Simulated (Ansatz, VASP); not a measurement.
**One calculation of Co, two programs**

```
CELL_PARAMETERS angstrom
2.47283 0.00000 0.00000
-1.23641 2.14153 0.00000
0.00000 0.00000 4.01653
ATOMIC_POSITIONS crystal
Co 0.33333 0.66667 0.25000
Co 0.66667 0.33333 0.75000
```

Alike in both runs: task single point; functional r2SCAN; k mesh 18 × 18 × 10; occupations gaussian, width 0.1 eV; collinear spin.

```csv
,VASP,Ansatz
version,VASP 6.6.1,Ansatz 0.2.0
potentials or method,"VASP PAW PBE potentials, release 64 (Co), cutoff 520 eV","scalar-relativistic, plane waves, PAW"
valence electrons in the cell,18,34
```

|  | VASP | Ansatz | Ansatz less VASP |
| --- | --- | --- | --- |
| gap on the k mesh at the Fermi level (eV) | none | none | - |
| pressure (GPa) | -0.1 | 0.0 | +0.14 |
| traceless stress, the component that is largest in VASP (GPa) | -0.18 | -0.01 | +0.173 |
| net moment per atom (μB) | 1.75 | 1.76 | +0.012 |
| size of the moment on the site where the two differ most (μB) | 1.81 | 1.90 | +0.088 |

VASP's potentials were made for PBE, not for r2SCAN. Site moments also hang on the region over which each program counts them. A gap of «none» marks a metal or a gap that the smearing closes. VASP's potentials hold 18 valence electrons a cell and Ansatz's 34, so a difference there can come from the potentials and not from the codes. Ansatz's warnings: moment headroom below auto, stability check not made.
